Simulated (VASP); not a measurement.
Here is a VASP 6.6.1 calculation.

Contents of INCAR:

```
SYSTEM = MgB2
PREC = Accurate
ENCUT = 520
EDIFF = 1E-7
ISMEAR = -1
SIGMA = 0.05
LREAL = .False.
LASPH = .True.
NELM = 60
ALGO = Normal
ISIF = 2
LWAVE = .False.
LCHARG = .True.
GGA = PE
LELF = .True.
LVHAR = .True.
NBANDS = 11
```

The input KPOINTS:

```
Automatic mesh
0
Gamma
  10 10 8
  0 0 0
```

Contents of POSCAR:

```
MgB2
1.0
    3.1255967608      0.0000000000      0.0000000000
   -1.5627983804      2.7068461969      0.0000000000
    0.0000000000      0.0000000000      3.5693605797
Mg B
1 2
Direct
    0.0000000000      0.0000000000      0.0000000000
    0.6666666667      0.3333333333      0.5000000000
    0.3333333333      0.6666666667      0.5000000000
```

Potentials or basis: VASP PAW PBE potentials, release 64 (Mg, B).

Run with:

```sh
$ cat potpaw_PBE.64/Mg/POTCAR potpaw_PBE.64/B/POTCAR > POTCAR
$ mpirun -np 1 vasp_std > vasp.out
```

(1) Predict the pressure.

(2) Estimate the band gap on the k mesh.

Results:

(1) -6.6 GPa.

(2) zero (band 4 reaches 6.10 eV, above the bottom of band 5 at 3.72 eV).
